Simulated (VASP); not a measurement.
# TiC (Immm) in VASP: a series of runs

Runs on TiC. Level: PBEsol. Tasks: single point.

Program: VASP 6.6.1. These are calculated values, not measurements. Logs are shortened: lines on timing, memory, paths and dates and some standing lists are left out, and cuts for length are marked.

## Step 1: The cell of the first run

The structure is orthorhombic, space group Immm (No. 71). The conventional cell has a = 2.831 Å, b = 3.290 Å, c = 4.328 Å, α = 90.00°, β = 90.00°, γ = 90.00°. Ti (site symmetry mmm) has 6 C at 2.16 to 2.17 Å and 2 Ti at 2.83 Å within 2.9 Å. C (site symmetry mmm) has 6 Ti at 2.16 to 2.17 Å and 2 C at 2.83 Å within 2.9 Å.

## Step 2: Single point, PBEsol (strain -0.1500 x Voigt [0, 0, 0, 0, 0, 1])

Input file INCAR:

```
PREC = Accurate
ENCUT = 520
EDIFF = 1E-6
ISMEAR = 0
SIGMA = 0.15
LREAL = False
LASPH = True
NELM = 60
ALGO = Normal
ISIF = 2
LWAVE = False
LCHARG = False
GGA = PS
NBANDS = 15
```

Input file KPOINTS:

```
Automatic mesh
0
Gamma
  18 18 18
```

Input file POSCAR:

```
TiC
1.0
   -0.1623000000      2.1640000000      2.1640000000
    2.1640000000     -0.1623000000      2.1640000000
    2.0017000000      2.0017000000      0.0000000000
Ti C
1 1
Direct
    0.0000000000      0.0000000000      0.0000000000
    0.5000000000      0.5000000000      0.5000000000
```

Potentials or basis: VASP PAW PBE potentials, release 64 (Ti_sv, C).

Started as:

```bash
$ cat potpaw_PBE.64/Ti_sv/POTCAR potpaw_PBE.64/C/POTCAR > POTCAR
$ mpirun -np 1 vasp_std > vasp.out
```

OUTCAR:

```text
PREC = Accurate
   ENCUT = 520
   EDIFF = 1E-6
   ISMEAR = 0
   LREAL = False
   LASPH = True
   NELM = 60
   ISIF = 2
   GGA = PS

 ion  position               nearest neighbor table
   1  0.000  0.000  0.000-   2 2.16   2 2.16   2 2.17   2 2.17   2 2.17   2 2.17
   2  0.500  0.500  0.500-   1 2.16   1 2.16   1 2.17   1 2.17   1 2.17   1 2.17

  LATTYP: Found a body centered orthorhombic cell.
 ALAT       =     2.8308312878
 B/A-ratio  =     1.1621621622
 C/A-ratio  =     1.5288795269

  Lattice vectors:

 A1 = (   0.1623000000,  -2.1640000000,  -2.1640000000)
 A2 = (  -0.1623000000,   2.1640000000,  -2.1640000000)
 A3 = (   2.1640000000,  -0.1623000000,   2.1640000000)

Analysis of symmetry for initial positions (statically):
=====================================================================
 Subroutine PRICEL returns:
 Original cell was already a primitive cell.

 Routine SETGRP: Setting up the symmetry group for a
 body centered orthorhombic supercell.

 Subroutine GETGRP returns: Found  8 space group operations
 (whereof  8 operations were pure point group operations)
 out of a pool of  8 trial point group operations.

The static configuration has the point symmetry D_2h.

Analysis of symmetry for dynamics (positions and initial velocities):
=====================================================================
 Subroutine PRICEL returns:
 Original cell was already a primitive cell.

 Routine SETGRP: Setting up the symmetry group for a
 body centered orthorhombic supercell.

 Subroutine GETGRP returns: Found  8 space group operations
 (whereof  8 operations were pure point group operations)
 out of a pool of  8 trial point group operations.

The dynamic configuration has the point symmetry D_2h.

 Subroutine INISYM returns: Found  8 space group operations
 (whereof  8 operations are pure point group operations),
 and found     1 'primitive' translations

----------------------------------------------------------------------------------------

                                     Primitive cell

  volume of cell :      20.1536

  direct lattice vectors                    reciprocal lattice vectors
    -0.162300000  2.164000000  2.164000000    -0.214933586  0.214933586  0.231053604
     2.164000000 -0.162300000  2.164000000     0.214933586 -0.214933586  0.231053604
     2.001700000  2.001700000  0.000000000     0.249787680  0.249787680 -0.231053604

  length of vectors
     3.064658756  3.064658756  2.830831288     0.381809718  0.381809718  0.422106075

  position of ions in fractional coordinates (direct lattice)
     0.000000000  0.000000000  0.000000000
     0.500000000  0.500000000  0.500000000

  ion indices of the primitive-cell ions
   primitive index   ion index
                 1           1
                 2           2

----------------------------------------------------------------------------------------

 KPOINTS: Automatic mesh

Automatic generation of k-mesh.
 Grid dimensions read from file:
 generate k-points for:   18   18   18

 Generating k-lattice:

  Cartesian coordinates                     Fractional coordinates (reciprocal lattice)
    -0.011940755  0.011940755  0.012836311     0.055555556  0.000000000  0.000000000
     0.011940755 -0.011940755  0.012836311     0.000000000  0.055555556  0.000000000
     0.013877093  0.013877093 -0.012836311     0.000000000  0.000000000  0.055555556

  Length of vectors
     0.021211651  0.021211651  0.023450338

  Shift w.r.t. Gamma in fractional coordinates (k-lattice)
     0.000000000  0.000000000  0.000000000

 Subroutine IBZKPT returns following result:
 ===========================================

 Found    865 irreducible k-points:

 Following reciprocal coordinates:
            Coordinates               Weight
  0.000000  0.000000  0.000000      1.000000
  0.055556 -0.000000  0.000000      4.000000
  0.111111 -0.000000  0.000000      4.000000
  0.166667  0.000000  0.000000      4.000000
  0.222222 -0.000000  0.000000      4.000000
  0.277778 -0.000000  0.000000      4.000000
[... 16 lines left out ...]
 -0.277778  0.055556  0.000000      4.000000
 -0.222222  0.055556  0.000000      4.000000
 [... further k-points ...]
   k-points           NKPTS =    865   k-points in BZ     NKDIM =    865   number of bands    NBANDS=     15
   number of dos      NEDOS =    301   number of ions     NIONS =      2
   total plane-waves  NPLWV =  13824
   dimension x,y,z NGX =    24 NGY =   24 NGZ =   24
   dimension x,y,z NGXF=    48 NGYF=   48 NGZF=   48
   ions per type =               1   1
   NGX,Y,Z   is equivalent  to a cutoff of  13.02, 13.02, 14.09 a.u.
   NGXF,Y,Z  is equivalent  to a cutoff of  26.04, 26.04, 28.19 a.u.
 SYSTEM =  unknown system
   PREC   = accura    normal or accurate (medium, high low for compatibility)
   ISTART =      0    job   : 0-new  1-cont  2-samecut
   ICHARG =      2    charge: 1-file 2-atom 10-const
   ISPIN  =      1    spin polarized calculation?
   LNONCOLLINEAR =      F non collinear calculations
   LSORBIT =      F    spin-orbit coupling
   LASPH  =      T    aspherical Exc in radial PAW
   ENCUT  =  520.0 eV  38.22 Ry    6.18 a.u.   5.70  5.70  5.26*2*pi/ulx,y,z
   NELM   =     60;   NELMIN=  2; NELMDL= -5     # of ELM steps
   EDIFF  = 0.1E-05   stopping-criterion for ELM
   LREAL  =      F    real-space projection
   EDIFFG = 0.1E-04   stopping-criterion for IOM
   NSW    =      0    number of steps for IOM
   IBRION =     -1    ionic relax: 0-MD 1-quasi-New 2-CG
   NFREE  =      0    steps in history (QN), initial steepest desc. (CG)
   ISIF   =      2    stress and relaxation
   ISYM   =      2    0-nonsym 1-usesym 2-fastsym
   POTIM  = 0.5000    time-step for ionic-motion
   TEBEG  =    0.0;   TEEND  =   0.0 temperature during run
   PSTRESS=    0.0 pullay stress
   NELECT =      16.0000    total number of electrons
   NUPDOWN=      -1.0000    fix difference up-down
   EMIN   =  10.00;   EMAX   =-10.00  energy-range for DOS
   EFERMI =   0.00;   METHOD = LEGACY
   ISMEAR =     0;   SIGMA  =   0.15  broadening in eV -4-tet -1-fermi 0-gaus
   EFERMI_NEDOS =   21; number of points for ismear=-14 and -15
   IALGO  =     38    algorithm
   IMIX   =      4    mixing-type and parameters
     AMIX     =   0.40;   BMIX     =  1.00
     AMIX_MAG =   1.60;   BMIX_MAG =  1.00
  volume/ion in A,a.u.               =      10.08        68.00
  Fermi-wavevector in a.u.,A,eV,Ry     =   1.515878  2.864594 31.264627  2.297885
  Thomas-Fermi vector in A             =   2.625343
   LORBIT       =      0    0 simple, 1 ext, 2 COOP (PROOUT), +10 PAW based schemes
   GGA     = PS    functional components
   LHFCALC =     F    Hartree Fock is set to
   AEXX    =    0.0000 exact exchange contribution
   IVDW    =     0    specifies the selected vdW correction
   LEPSILON=     F    determine dielectric tensor
   LRPA    =     F    only Hartree local field effects (RPA)
 non-spin polarized calculation
 Gauss-broadening in eV      SIGMA  =   0.15
  energy-cutoff  :      520.00
  volume of cell :       20.15
 maximum number of plane-waves:       554
   NGX = 11   NGY = 11   NGZ = 11

 number of electron      16.0000002 magnetization

 Free energy of the ion-electron system (eV)
  ---------------------------------------------------
  ext. energy  EPLUGINS =         0.00000000
  ---------------------------------------------------
  free energy    TOTEN  =       -19.56097639 eV

  energy without entropy =      -19.55731200  energy(sigma->0) =      -19.55914420

 E-fermi :   9.4941     XC(G=0): -12.9074

 val. band max:        9.4904441388   @ k =   0.1667   0.1111   0.0556
 cond. band min:       9.4993376570   @ k =   0.3889   0.0000   0.3333
 fundamental gap:      0.0088935182
 Fermi energy:         9.4940708327

 k-point     1 :       0.0000    0.0000    0.0000
  band No.  band energies     occupation
      1     -46.8826      2.00000
      2     -23.0497      2.00000
      3     -23.0117      2.00000
      4     -22.9133      2.00000
      5      -3.0303      2.00000
      6       9.4060      1.59365
      7       9.7729      0.00857
      8      10.5752      0.00000
      9      10.8594      0.00000
     10      10.9797      0.00000
     11      11.2921      0.00000
     12      11.3463      0.00000
     13      11.8753      0.00000
     14      20.0634      0.00000
     15      23.5989      0.00000

 k-point     2 :       0.0556   -0.0000    0.0000
  band No.  band energies     occupation
      1     -46.8808      2.00000
      2     -23.0592      2.00000
      3     -23.0171      2.00000
      4     -22.9148      2.00000
      5      -2.9652      2.00000
      6       9.1372      1.99923
      7       9.5162      0.83490
      8      10.4773      0.00000
      9      10.6836      0.00000
     10      10.9140      0.00000
     11      11.0455      0.00000
     12      11.9566      0.00000
     13      12.4393      0.00000
     14      20.1763      0.00000
     15      23.6022      0.00000

 k-point     3 :       0.1111   -0.0000    0.0000
  band No.  band energies     occupation
      1     -46.8755      2.00000
      2     -23.0951      2.00000
      3     -23.0239      2.00000
      4     -22.9190      2.00000
      5      -2.7730      2.00000
      6       8.4553      2.00000
      7       8.9938      2.00000
      8      10.0669      0.00000
      9      10.3494      0.00000
     10      11.1175      0.00000
     11      11.2964      0.00000
     12      12.8501      0.00000
     13      13.2392      0.00000
     14      20.4706      0.00000
     15      23.5594      0.00000
[... 343 lines left out ...]
 k-point    23 :      -0.2778    0.0556    0.0000
  band No.  band energies     occupation
      1     -46.8437      2.00000
      2     -23.3277      2.00000
      3     -23.0498      2.00000
      4     -22.9411      2.00000
      5      -1.3801      2.00000
      6       5.6362      2.00000
      7       7.1924      2.00000
      8       8.2531      2.00000
      9      11.2209      0.00000
     10      11.7965      0.00000
     11      12.4428      0.00000
     12      15.3238      0.00000
     13      16.1685      0.00000
     14      20.4563      0.00000
     15      23.8911      0.00000

 k-point    24 :      -0.2222    0.0556    0.0000
  band No.  band energies     occupation
      1     -46.8542      2.00000
      2     -23.2487      2.00000
      3     -23.0478      2.00000
      4     -22.9325      2.00000
      5      -1.8792      2.00000
      6       6.4810      2.00000
      7       7.6115      2.00000
      8       8.6377      2.00000
      9      11.0542      0.00000
     10      11.5044      0.00000
     11      12.1723      0.00000
     12      14.4589      0.00000
     13      15.5029      0.00000
     14      20.9733      0.00000
     15      23.4271      0.00000

 [... further k-points ...]
[... 5 lines left out ...]
  --------------------------------------------------------------------------------------
  -------------------------------------------------------------------------------------
  Total       -0.4283539     -0.4283539     -0.7617588      3.1128028      0.0000000      0.0000000
  in kB      -34.0534681    -34.0534681    -60.5586358    247.4629747      0.0000000      0.0000000
  external PRESSURE =     -42.8885240 kB  Pullay stress =       0.0000000 kB

 VOLUME and BASIS-vectors are now :
 -----------------------------------------------------------------------------
  energy-cutoff  :      520.00
  volume of cell :       20.15
      direct lattice vectors                 reciprocal lattice vectors
    -0.162300000  2.164000000  2.164000000    -0.214933586  0.214933586  0.231053604
     2.164000000 -0.162300000  2.164000000     0.214933586 -0.214933586  0.231053604
     2.001700000  2.001700000  0.000000000     0.249787680  0.249787680 -0.231053604

 POSITION                                       TOTAL-FORCE (eV/Angst)
 -----------------------------------------------------------------------------------
      0.00000      0.00000      0.00000         0.000000      0.000000      0.000000
      2.00170      2.00170      2.16400        -0.000000     -0.000000      0.000000
 -----------------------------------------------------------------------------------
    total drift:                                0.000000     -0.000000     -0.000000

  FREE ENERGIE OF THE ION-ELECTRON SYSTEM (eV)
  ---------------------------------------------------
  free  energy   TOTEN  =       -19.5609763942 eV

  energy  without entropy=      -19.5573120002  energy(sigma->0) =      -19.55914420
```

Run time: 1.8 min. Hardware: 1 thread of AMD EPYC 9R45 (Zen 5), shared host; peak memory 0.33 GiB.

Results:

- Free energy: -19.5610 eV
- Pressure: -4.3 GPa
- Band gap on the k mesh: zero (bands 8 and 9 overlap by 1.45 eV)

Levels at points of the mesh, in eV from the Fermi level:
```csv
k point,band 6,band 7,band 8,band 9,band 10,band 11
"(0.00, 0.00, 0.00)",-0.09,0.28,1.08,1.37,1.49,1.80
"(0.50, 0.00, 0.00)",-6.03,-3.05,-1.85,1.93,3.12,3.96
"(0.50, 0.50, 0.00)",-3.56,-1.80,-1.05,1.03,2.82,3.52
"(0.00, 0.00, 0.50)",-5.98,-3.79,-2.88,2.73,2.96,4.74
"(0.50, 0.00, 0.50)",-3.57,-1.76,-0.11,-0.05,2.48,3.41
```

Caveat: the cell differs from its parent crystal (strain -0.1500 x Voigt [0, 0, 0, 0, 0, 1]); the cell stands under tension; the PAW data sets were made with another functional, which shifts forces and pressure a little.

(Part 1 of 2 ends here.)
